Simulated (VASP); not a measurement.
Re2Br:

```
Re Br
1.0
     0.00000    3.05701    3.05701
     3.05701    0.00000    3.05701
     3.05701    3.05701    0.00000
Re Br
2 1
Cartesian
  1.5285 1.5285 1.5285
  4.5855 4.5855 4.5855
  0.0000 0.0000 0.0000
```

```yaml
Program: VASP 6.6.1
Task: relaxation of cell and atoms
Functional: PBE
Potentials_or_basis: VASP PAW PBE potentials, release 64 (Re, Br)
Cutoff: 600 eV
k_mesh: 6 × 6 × 6
Occupations: gaussian, width 0.1 eV
Spin: no spin polarisation
```

At the start: pressure -15.4 GPa; volume 19.05 Å³/atom.

How do energy, volume and symmetry change on relaxing?

Over 4 steps the energy falls by 100.3 meV/atom and the volume is 17.20 Å³/atom (-9.7 %); space group Fm-3m (No. 225, to 0.1 Å) before and after.

The path:
```
step  energy change (eV)  largest force (eV/Å)  pressure (GPa)  volume (Å³)
   1              0.0000                0.0000          -15.44        57.14
   2              0.7829                0.0000           50.09        43.26
   3             -0.3004                0.0000           -0.74        51.74
   4             -0.3008                0.0000           -0.20        51.59
```

Final structure:
```yaml
crystal:
  lattice:
    - [0.00000, 2.95467, 2.95467]
    - [2.95467, 0.00000, 2.95467]
    - [2.95467, 2.95467, 0.00000]
  atoms:
    - { symbol: Re, position: [0.25000, 0.25000, 0.25000] }
    - { symbol: Re, position: [0.75000, 0.75000, 0.75000] }
    - { symbol: Br, position: [0.00000, 0.00000, 0.00000] }
```
